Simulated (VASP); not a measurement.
# WBr2Cl2 (Cmmm) in VASP: a series of runs

The runs below take WBr2Cl2 through single point, with PBE+D3(BJ).

All numbers are computed with VASP 6.6.1; they aren't measurements. Logs are shortened: lines on timing, memory, paths and dates and some standing lists are left out, and cuts for length are marked.

**1. The cell of the first run**

The structure is orthorhombic, space group Cmmm (No. 65). Conventional cell: a = 4.009 Å, b = 17.733 Å, c = 4.176 Å, α = 90.00°, β = 90.00°, γ = 90.00°. Within 2.7 Å of W (site symmetry mmm) lie 4 Cl at 2.00 to 2.09 Å. Br (site symmetry m2m) has 1 W at 2.86 Å and 4 Cl at 3.49 to 3.54 Å and 2 Br at 3.73 Å within 3.8 Å. Cl (site symmetry mmm) has 2 W at 2.09 Å within 2.8 Å. Within 2.7 Å of Cl (site symmetry mmm) lie 2 W at 2.00 Å.

**2. Single point, PBE+D3(BJ)**

Contents of INCAR:

```
PREC = Accurate ; ENCUT = 520
EDIFF = 1E-6 ; ISMEAR = 0
SIGMA = 0.1 ; LREAL = False
LASPH = True ; NELM = 60
ALGO = Normal ; ISIF = 2
LWAVE = False ; LCHARG = False
GGA = PE ; IVDW = 12
NBANDS = 29
```

Contents of KPOINTS:

```
Automatic mesh
0
Gamma
  4 4 4
```

Contents of POSCAR:

```
WBr2Cl2
1.0
    2.0044338000     -8.8664125200      0.0000000000
    2.0044338000      8.8664125200      0.0000000000
    0.0000000000      0.0000000000      4.1762424100
W Br Cl
1 2 2
Direct
    0.0000000000      0.0000000000      0.0000000000
    0.1611816600      0.8388183400      0.0000000000
    0.8388183400      0.1611816600      0.0000000000
    0.0000000000      0.0000000000      0.5000000000
    0.5000000000      0.5000000000      0.0000000000
```

Potentials or basis: VASP PAW PBE potentials, release 64 (W_sv, Br, Cl).

Command:

```
$ cat potpaw_PBE.64/W_sv/POTCAR potpaw_PBE.64/Br/POTCAR potpaw_PBE.64/Cl/POTCAR > POTCAR
$ mpirun -np 1 vasp_std > vasp.out
```

OUTCAR:

```text
PREC = Accurate
   ENCUT = 520
   EDIFF = 1E-6
   ISMEAR = 0
   LREAL = False
   LASPH = True
   NELM = 60
   ISIF = 2
   GGA = PE
   IVDW = 12
 IVDW          = 12

 ion  position               nearest neighbor table
   1  0.000  0.000  0.000-   5 2.00   5 2.00   4 2.09   4 2.09   2 2.86   3 2.86
   2  0.161  0.839  0.000-   1 2.86
   3  0.839  0.161  0.000-   1 2.86
   4  0.000  0.000  0.500-   1 2.09   1 2.09
   5  0.500  0.500  0.000-   1 2.00   1 2.00

  LATTYP: Found a base centered orthorhombic cell.
 ALAT       =     4.0088676000
 B/A-ratio  =     4.4234000245
 C/A-ratio  =     1.0417511444

  Lattice vectors:

 A1 = (   2.0044338000,  -8.8664125200,   0.0000000000)
 A2 = (   2.0044338000,   8.8664125200,   0.0000000000)
 A3 = (   0.0000000000,   0.0000000000,   4.1762424100)

Analysis of symmetry for initial positions (statically):
=====================================================================
 Subroutine PRICEL returns:
 Original cell was already a primitive cell.

 Routine SETGRP: Setting up the symmetry group for a
 base centered orthorhombic supercell.

 Subroutine GETGRP returns: Found  8 space group operations
 (whereof  8 operations were pure point group operations)
 out of a pool of  8 trial point group operations.

The static configuration has the point symmetry D_2h.

Analysis of symmetry for dynamics (positions and initial velocities):
=====================================================================
 Subroutine PRICEL returns:
 Original cell was already a primitive cell.

 Routine SETGRP: Setting up the symmetry group for a
 base centered orthorhombic supercell.

 Subroutine GETGRP returns: Found  8 space group operations
 (whereof  8 operations were pure point group operations)
 out of a pool of  8 trial point group operations.

The dynamic configuration has the point symmetry D_2h.

 Subroutine INISYM returns: Found  8 space group operations
 (whereof  8 operations are pure point group operations),
 and found     1 'primitive' translations

----------------------------------------------------------------------------------------

                                     Primitive cell

  volume of cell :     148.4415

  direct lattice vectors                    reciprocal lattice vectors
     2.004433800 -8.866412520  0.000000000     0.249447001 -0.056392594  0.000000000
     2.004433800  8.866412520  0.000000000     0.249447001  0.056392594  0.000000000
     0.000000000  0.000000000  4.176242410     0.000000000  0.000000000  0.239449702

  length of vectors
     9.090160936  9.090160936  4.176242410     0.255741922  0.255741922  0.239449702

  position of ions in fractional coordinates (direct lattice)
     0.000000000  0.000000000  0.000000000
     0.161181660  0.838818340  0.000000000
     0.838818340  0.161181660  0.000000000
     0.000000000  0.000000000  0.500000000
     0.500000000  0.500000000  0.000000000

  ion indices of the primitive-cell ions
   primitive index   ion index
                 1           1
                 2           2
                 3           3
                 4           4
                 5           5

----------------------------------------------------------------------------------------

 KPOINTS: Automatic mesh

Automatic generation of k-mesh.
 Grid dimensions read from file:
 generate k-points for:    4    4    4

 Generating k-lattice:

  Cartesian coordinates                     Fractional coordinates (reciprocal lattice)
     0.062361750 -0.014098148  0.000000000     0.250000000  0.000000000  0.000000000
     0.062361750  0.014098148  0.000000000     0.000000000  0.250000000  0.000000000
     0.000000000  0.000000000  0.059862425     0.000000000  0.000000000  0.250000000

  Length of vectors
     0.063935481  0.063935481  0.059862425

  Shift w.r.t. Gamma in fractional coordinates (k-lattice)
     0.000000000  0.000000000  0.000000000

 Subroutine IBZKPT returns following result:
 ===========================================

 Found     21 irreducible k-points:

 Following reciprocal coordinates:
            Coordinates               Weight
  0.000000  0.000000  0.000000      1.000000
  0.250000  0.000000  0.000000      4.000000
  0.500000  0.000000  0.000000      2.000000
  0.250000  0.250000  0.000000      2.000000
  0.500000  0.250000  0.000000      4.000000
 -0.250000  0.250000  0.000000      2.000000
[... 13 lines left out ...]
 -0.250000  0.250000  0.500000      2.000000
  0.500000  0.500000  0.500000      1.000000
   k-points           NKPTS =     21   k-points in BZ     NKDIM =     21   number of bands    NBANDS=     29
   number of dos      NEDOS =    301   number of ions     NIONS =      5
   total plane-waves  NPLWV = 156800
   dimension x,y,z NGX =    70 NGY =   70 NGZ =   32
   dimension x,y,z NGXF=   140 NGYF=  140 NGZF=   64
   ions per type =               1   2   2
   NGX,Y,Z   is equivalent  to a cutoff of  12.80, 12.80, 12.74 a.u.
   NGXF,Y,Z  is equivalent  to a cutoff of  25.60, 25.60, 25.48 a.u.
 SYSTEM =  unknown system
   PREC   = accura    normal or accurate (medium, high low for compatibility)
   ISTART =      0    job   : 0-new  1-cont  2-samecut
   ICHARG =      2    charge: 1-file 2-atom 10-const
   ISPIN  =      1    spin polarized calculation?
   LNONCOLLINEAR =      F non collinear calculations
   LSORBIT =      F    spin-orbit coupling
   LASPH  =      T    aspherical Exc in radial PAW
   ENCUT  =  520.0 eV  38.22 Ry    6.18 a.u.  16.90 16.90  7.77*2*pi/ulx,y,z
   NELM   =     60;   NELMIN=  2; NELMDL= -5     # of ELM steps
   EDIFF  = 0.1E-05   stopping-criterion for ELM
   LREAL  =      F    real-space projection
   EDIFFG = 0.1E-04   stopping-criterion for IOM
   NSW    =      0    number of steps for IOM
   IBRION =     -1    ionic relax: 0-MD 1-quasi-New 2-CG
   NFREE  =      0    steps in history (QN), initial steepest desc. (CG)
   ISIF   =      2    stress and relaxation
   ISYM   =      2    0-nonsym 1-usesym 2-fastsym
   POTIM  = 0.5000    time-step for ionic-motion
   TEBEG  =    0.0;   TEEND  =   0.0 temperature during run
   PSTRESS=    0.0 pullay stress
   NELECT =      42.0000    total number of electrons
   NUPDOWN=      -1.0000    fix difference up-down
   EMIN   =  10.00;   EMAX   =-10.00  energy-range for DOS
   EFERMI =   0.00;   METHOD = LEGACY
   ISMEAR =     0;   SIGMA  =   0.10  broadening in eV -4-tet -1-fermi 0-gaus
   EFERMI_NEDOS =   21; number of points for ismear=-14 and -15
   IALGO  =     38    algorithm
   IMIX   =      4    mixing-type and parameters
     AMIX     =   0.40;   BMIX     =  1.00
     AMIX_MAG =   1.60;   BMIX_MAG =  1.00
  volume/ion in A,a.u.               =      29.69       200.35
  Fermi-wavevector in a.u.,A,eV,Ry     =   1.074747  2.030977 15.715826  1.155081
  Thomas-Fermi vector in A             =   2.210584
   LORBIT       =      0    0 simple, 1 ext, 2 COOP (PROOUT), +10 PAW based schemes
   GGA     = PE    functional components
   LHFCALC =     F    Hartree Fock is set to
   AEXX    =    0.0000 exact exchange contribution
   IVDW    =    12    specifies the selected vdW correction
   LEPSILON=     F    determine dielectric tensor
   LRPA    =     F    only Hartree local field effects (RPA)
 non-spin polarized calculation
 Gauss-broadening in eV      SIGMA  =   0.10
  energy-cutoff  :      520.00
  volume of cell :      148.44
 maximum number of plane-waves:      4036
 NGX is ok and might be reduce to    70
   NGX = 33   NGY = 33   NGZ = 15

 number of electron      42.0000002 magnetization

 Free energy of the ion-electron system (eV)
  ---------------------------------------------------
  ext. energy  EPLUGINS =         0.00000000
  ---------------------------------------------------
  free energy    TOTEN  =       -16.85163669 eV

  energy without entropy =      -16.82586859  energy(sigma->0) =      -16.83875264

 E-fermi :   1.3306     XC(G=0):  -7.9857

 val. band max:        1.2988441365   @ k =   0.5000   0.5000   0.0000
 cond. band min:       1.3345274852   @ k =   0.5000   0.5000   0.2500
 fundamental gap:      0.0356833487
 Fermi energy:         1.3305586904

 k-point     1 :       0.0000    0.0000    0.0000
  band No.  band energies     occupation
      1     -73.7221      2.00000
      2     -38.6316      2.00000
      3     -38.3974      2.00000
      4     -37.8214      2.00000
      5     -18.3489      2.00000
      6     -17.0795      2.00000
[... 21 lines left out ...]
     28       8.2399      0.00000
     29       8.5704      0.00000

 k-point     2 :       0.2500    0.0000    0.0000
  band No.  band energies     occupation
      1     -73.7214      2.00000
      2     -38.6788      2.00000
      3     -38.3963      2.00000
      4     -37.8203      2.00000
      5     -17.7699      2.00000
      6     -16.8324      2.00000
[... 21 lines left out ...]
     28       8.8463      0.00000
     29       9.6580      0.00000

 k-point     3 :       0.5000    0.0000    0.0000
  band No.  band energies     occupation
      1     -73.7207      2.00000
      2     -38.7253      2.00000
      3     -38.3951      2.00000
      4     -37.8191      2.00000
      5     -17.4197      2.00000
      6     -16.0617      2.00000
[... 21 lines left out ...]
     28       8.8595      0.00000
     29       9.2261      0.00000

 k-point     4 :       0.2500    0.2500    0.0000
  band No.  band energies     occupation
      1     -73.7207      2.00000
      2     -38.7253      2.00000
      3     -38.3951      2.00000
      4     -37.8191      2.00000
      5     -17.4197      2.00000
      6     -16.0617      2.00000
[... 501 lines left out ...]
     28       8.5555      0.00000
     29       9.1291      0.00000

 k-point    20 :      -0.2500    0.2500    0.5000
  band No.  band energies     occupation
      1     -73.7214      2.00000
      2     -38.6304      2.00000
      3     -38.4532      2.00000
      4     -37.8202      2.00000
      5     -17.9953      2.00000
      6     -16.0412      2.00000
[... 21 lines left out ...]
     28       8.9875      0.00000
     29       9.5357      0.00000

 k-point    21 :       0.5000    0.5000    0.5000
  band No.  band energies     occupation
      1     -73.7214      2.00000
      2     -38.6304      2.00000
      3     -38.4532      2.00000
      4     -37.8202      2.00000
      5     -17.9953      2.00000
      6     -16.0412      2.00000
[... 21 lines left out ...]
     28       8.9132      0.00000
     29       9.4592      0.00000

------------------------ aborting loop because EDIFF is reached ----------------------------------------

 Edisp (eV)   -1.26914

 E8    (eV) :    -0.5251

  FORCE on cell =-STRESS in cart. coord.  units (eV):
  Direction    XX          YY          ZZ          XY          YZ          ZX
  --------------------------------------------------------------------------------------
  -------------------------------------------------------------------------------------
  Total      37.66956   -10.61461    24.90598     0.00000     0.00000     0.00000
  in kB     406.57974  -114.56691   268.81836     0.00000     0.00000     0.00000
  external pressure =      186.94 kB  Pullay stress =        0.00 kB

 VOLUME and BASIS-vectors are now :
 -----------------------------------------------------------------------------
  energy-cutoff  :      520.00
  volume of cell :      148.44
      direct lattice vectors                 reciprocal lattice vectors
     2.004433800 -8.866412520  0.000000000     0.249447001 -0.056392594  0.000000000
     2.004433800  8.866412520  0.000000000     0.249447001  0.056392594  0.000000000
     0.000000000  0.000000000  4.176242410     0.000000000  0.000000000  0.239449702

 POSITION                                       TOTAL-FORCE (eV/Angst)
 -----------------------------------------------------------------------------------
      0.00000      0.00000      0.00000         0.000000      0.000000      0.000000
      2.00443      6.00821      0.00000         0.000000      1.673393      0.000000
      2.00443     -6.00821      0.00000         0.000000     -1.673393      0.000000
      0.00000      0.00000      2.08812         0.000000     -0.000000      0.000000
      2.00443      0.00000      0.00000        -0.000000      0.000000      0.000000
 -----------------------------------------------------------------------------------
    total drift:                               -0.000000      0.000000     -0.000000

  FREE ENERGIE OF THE ION-ELECTRON SYSTEM (eV)
  ---------------------------------------------------
  free  energy   TOTEN  =       -18.1207760436 eV

  energy  without entropy=      -18.0950079502  energy(sigma->0) =      -18.10789200
```

It took 1.9 min on 1 thread of AMD EPYC 9R45 (Zen 5), shared host; peak memory 0.38 GiB.

What came out:

| Item | Value |
| --- | --- |
| Free energy | -18.1208 eV |
| Pressure | 18.7 GPa |
| Largest force | 1.673 eV/Å |
| Band gap on the k mesh | zero (band 21 reaches 3.46 eV, above the bottom of band 22 at 0.99 eV) |
| Dispersion energy per atom | -0.254 eV |

Forces on the atoms (eV/Å):
```
W    0.000  0.000  0.000
Br   0.000  1.673  0.000
Br   0.000 -1.673  0.000
Cl   0.000  0.000  0.000
Cl   0.000  0.000  0.000
```

Levels at points of the mesh, in eV from the Fermi level:
```tsv
k point	band 19	band 20	band 21	band 22	band 23	band 24
(0.00, 0.00, 0.00)	-1.11	-0.78	-0.39	-0.34	-0.13	1.06
(0.50, 0.00, 0.00)	-1.39	-0.54	-0.11	1.46	1.81	2.69
(0.50, 0.50, 0.00)	-2.12	-0.70	-0.57	-0.33	-0.03	1.06
(0.00, 0.00, 0.50)	-1.24	-0.30	-0.26	0.91	1.30	2.07
(0.50, 0.00, 0.50)	-1.38	-1.23	2.13	2.46	2.68	2.73
(0.50, 0.50, 0.50)	-1.55	-0.61	0.04	0.91	1.81	2.06
```

Caveat: the k points lie up to 0.40 Å⁻¹ apart; spin-orbit coupling is left out, which moves the levels of the heavy elements; pairwise dispersion overbinds metals, which lowers pressure and volume; forces of over 1 eV/Å act on the atoms, so gaps and moduli don't describe the material at rest.

**3. Single point, PBE+D3(BJ)**

This run uses another cell than the first one, of 34.56 Å³/atom, 1.164 times its volume.

Contents of INCAR:

```
SYSTEM = WBr2Cl2
PREC = Accurate
ENCUT = 520
EDIFF = 1E-6
ISMEAR = 0
SIGMA = 0.1
LREAL = .FALSE.
LASPH = .TRUE.
NELM = 100
ALGO = Normal
ISIF = 2
LWAVE = .FALSE.
LCHARG = .FALSE.
GGA = PE
IVDW = 12
NBANDS = 29
```

Contents of KPOINTS:

```
Automatic mesh
0
G
  4 4 4
  0 0 0
```

Contents of POSCAR:

```
WBr2Cl2
1.0
    2.3680155121     -7.6926813661      0.0000000000
    2.3680155121      7.6926813661      0.0000000000
    0.0000000000      0.0000000000      4.7430291993
W Br Cl
1 2 2
Direct
    0.0000000000      0.0000000000      0.0000000000
    0.1605027674      0.8394972326      0.0000000000
    0.8394972326      0.1605027674      0.0000000000
    0.0000000000      0.0000000000      0.5000000000
    0.5000000000      0.5000000000      0.0000000000
```

Potentials or basis: VASP PAW PBE potentials, release 64 (W_sv, Br, Cl).

Command:

```
$ cat potpaw_PBE.64/W_sv/POTCAR potpaw_PBE.64/Br/POTCAR potpaw_PBE.64/Cl/POTCAR > POTCAR
$ mpirun -np 1 vasp_std > vasp.out
```

It took 87 s on 1 thread of AMD EPYC 9R45 (Zen 5), shared host; peak memory 0.36 GiB.

It converged, with:

```yaml
Free_energy: -22.7696 eV
Pressure: 0.1 GPa
Largest_force: 0.050 eV/Å
Band_gap_on_the_k_mesh: zero (band 21 reaches 1.68 eV, above the bottom of band 22 at 0.60 eV)
Dispersion_energy_per_atom: -0.205 eV
```

Forces on the atoms (eV/Å):
```
W    0.000  0.000  0.000
Br   0.000 -0.050  0.000
Br   0.000  0.050  0.000
Cl   0.000  0.000  0.000
Cl   0.000  0.000  0.000
```

Stress tensor (GPa, compression positive):
```
 0.32  0.00  0.00
 0.00  0.05  0.00
 0.00  0.00 -0.14
```

Levels at points of the mesh, in eV from the Fermi level:
```csv
k point,band 17,band 18,band 19,band 20,band 21,band 22,band 23,band 24,band 25,band 26
"(0.00, 0.00, 0.00)",-3.27,-2.24,-2.06,-1.83,-1.80,-0.36,0.02,0.02,1.06,3.93
"(0.50, 0.00, 0.00)",-3.11,-2.17,-2.07,-2.01,-0.08,0.30,0.50,0.70,3.99,6.31
"(0.50, 0.50, 0.00)",-3.24,-2.94,-2.44,-1.96,-1.80,-0.21,0.02,0.11,1.15,4.49
"(0.00, 0.00, 0.50)",-2.77,-2.27,-1.87,-1.81,-0.33,0.28,0.48,0.77,3.64,6.34
"(0.50, 0.00, 0.50)",-2.60,-2.32,-1.99,-1.98,0.72,0.73,1.10,3.81,5.16,5.83
"(0.50, 0.50, 0.50)",-3.10,-2.41,-2.41,-2.19,0.13,0.28,0.51,0.64,4.13,6.68
```

Caveat: spin-orbit coupling is left out, which moves the levels of the heavy elements; pairwise dispersion overbinds metals, which lowers pressure and volume.
